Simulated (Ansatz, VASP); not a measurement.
**VH in VASP and in Ansatz**

```xyz
4
Lattice="2.7356 0.0000 0.0000 -1.3678 2.3691 0.0000 0.0000 0.0000 4.9360" Properties=species:S:1:pos:R:3 pbc="T T T"
V     0.0000    0.0000    0.0000
V     0.0000    0.0000    2.4680
H     1.3678    0.7897    3.7020
H     0.0000    1.5794    1.2340
```

Alike in both runs: task single point; functional LDA; k mesh 9 × 9 × 4; occupations fermi-dirac, width 0.05 eV; collinear spin.

|  | VASP | Ansatz |
| --- | --- | --- |
| version | VASP 6.6.1 | Ansatz 0.2.0 |
| potentials or method | VASP PAW LDA potentials, release 64 (V_sv, H) | plane waves, PAW |
| plane-wave cutoff (eV) | 520 | 420 |
| valence electrons in the cell | 28 | 28 |

```csv
,VASP,Ansatz,Ansatz less VASP
gap on the k mesh at the Fermi level (eV),none,none,-
net moment per atom (μB),0.00,0.00,0.000
```

LDA's correlation is that of Perdew and Zunger in VASP and of Perdew and Wang (1992) in Ansatz. A gap of «none» marks a metal or a gap that the smearing closes. Ansatz's warnings: seeded moment not kept.
